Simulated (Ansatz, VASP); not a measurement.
## One calculation of Ta2SiO2, two programs

```
Ta Si O
1.0
     3.56365    0.00000    0.00000
    -1.78183    3.08622    0.00000
     0.00000    0.00000    4.97760
Ta Si O
2 1 2
Direct
  0.66667 0.33333 0.61558
  0.33333 0.66667 0.38442
  0.00000 0.00000 0.00000
  0.33333 0.66667 0.86955
  0.66667 0.33333 0.13045
```

Alike in both runs: task single point; functional PBE; k mesh 6 × 6 × 4; occupations gaussian, width 0.1 eV; no spin polarisation.

```csv
,VASP,Ansatz
version,VASP 6.6.1,Ansatz 0.2.0
potentials or method,"VASP PAW PBE potentials, release 64 (Ta_pv, Si, O), cutoff 520 eV","scalar-relativistic, plane waves, PAW"
valence electrons in the cell,38,42
```

|  | VASP | Ansatz | Ansatz less VASP |
| --- | --- | --- | --- |
| gap on the k mesh at the Fermi level (eV) | none | none | - |
| rms of the force components (eV/Å) | 3.184 | 3.148 | -0.0363 |

Atom by atom the forces differ by 0.038 eV/Å (rms over components). A gap of «none» marks a metal or a gap that the smearing closes. VASP's potentials hold 38 valence electrons a cell and Ansatz's 42, so a difference there can come from the potentials and not from the codes.

Neither program's run includes spin-orbit coupling.
